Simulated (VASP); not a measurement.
**CoO: single point with LDA**

The system is CoO.

```
CELL_PARAMETERS angstrom
-1.50800 1.50800 2.10725
1.50800 -1.50800 2.10725
1.50800 1.50800 -2.10725
ATOMIC_POSITIONS crystal
Co 0.00000 0.00000 0.00000
O 0.50000 0.50000 0.00000
```

| Quantity | Value |
| --- | --- |
| Program | VASP 6.6.1 |
| Task | single point |
| Functional | LDA |
| Potentials or basis | VASP PAW LDA potentials, release 64 (Co, O) |
| Cutoff | 520 eV |
| k mesh | 12 × 12 × 12 |
| Occupations | fermi-dirac, width 0.05 eV |
| Spin | collinear spin, ferromagnetic start |
| Starting moments | [2.0, 0.0] μB |
| Dipole correction | no |
| Further INCAR settings | ALGO = Normal; EDIFF = 1e-06; NBANDS = 18 |

```
Pressure                                              : -19.9 GPa
Net moment                                            : 2.65 μB per cell
Site moments                                          : Co +2.33; O +0.27 μB
Valence electrons inside the program's atomic spheres : Co 7.86; O 4.93
```

Stress tensor (GPa, compression positive):
```
-19.76   0.00   0.00
  0.00 -19.76   0.00
  0.00   0.00 -20.26
```

Levels at points of the mesh, in eV from the Fermi level:
Spin up:
```csv
k point,band 7,band 8,band 9,band 10,band 11,band 12
"(0.00, 0.00, 0.00)",-2.90,-2.90,-2.87,1.00,16.65,18.02
"(0.50, 0.00, 0.00)",-1.64,0.25,0.34,4.92,9.21,13.13
"(0.50, 0.50, 0.00)",-1.99,-1.85,-1.85,5.79,9.56,11.66
"(0.50, 0.50, 0.50)",-1.98,-1.86,-1.86,5.79,9.72,11.51
```
Spin down:
```tsv
k point	band 4	band 5	band 6	band 7	band 8	band 9
(0.00, 0.00, 0.00)	-2.82	-1.14	-1.14	-1.08	-0.48	-0.47
(0.50, 0.00, 0.00)	-4.96	-0.14	-0.13	0.17	2.23	2.30
(0.50, 0.50, 0.00)	-4.02	-2.28	-0.02	0.15	0.17	0.51
(0.50, 0.50, 0.50)	-4.11	-2.27	0.02	0.16	0.16	0.50
```

It took 79 s on 1 thread of Intel(R) Xeon(R) Platinum 8375C CPU @ 2.90GHz (Ice Lake) (shared host), peak memory 0.2 GiB.

Caveat: a cell with one magnetic atom can't hold antiferromagnetic order, which such compounds often take; semilocal functionals often make such compounds metallic where correlation or magnetic order opens a gap, which also shifts bond lengths. With open d or f shells a metallic result of LDA can be an artefact of self-interaction; +U or a hybrid may open a gap.
